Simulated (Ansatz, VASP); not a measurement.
# AlNi3: VASP beside Ansatz

```
CELL_PARAMETERS angstrom
-0.20423 2.75845 2.75845
2.75845 -0.20423 2.75845
2.75845 2.75845 -0.20423
ATOMIC_POSITIONS crystal
Al 0.50000 0.50000 0.50000
Ni 0.25000 0.25000 0.25000
Ni 0.00000 0.00000 0.00000
Ni 0.75000 0.75000 0.75000
```

Alike in both runs: task single point; functional PBEsol; k mesh 14 × 14 × 14; occupations gaussian, width 0.15 eV; no spin polarisation.

|  | VASP | Ansatz |
| --- | --- | --- |
| version | VASP 6.6.1 | Ansatz 0.2.0 |
| potentials or method | VASP PAW PBE potentials, release 64 (Al, Ni), cutoff 520 eV | scalar-relativistic, plane waves, PAW |
| valence electrons in the cell | 33 | 57 |

```csv
,VASP,Ansatz,Ansatz less VASP
gap on the k mesh at the Fermi level (eV),none,none,-
pressure (GPa),-7.8,-8.0,-0.21
"traceless stress, the component that is largest in VASP (GPa)",10.97,11.05,+0.074
rms of the force components (eV/Å),0.055,0.061,+0.0056
```

VASP's potentials were made for PBE, not for PBEsol, and Ansatz warns of the same on its side. Atom by atom the forces differ by 0.006 eV/Å (rms over components). A gap of «none» marks a metal or a gap that the smearing closes. VASP's potentials hold 33 valence electrons a cell and Ansatz's 57, so a difference there can come from the potentials and not from the codes.
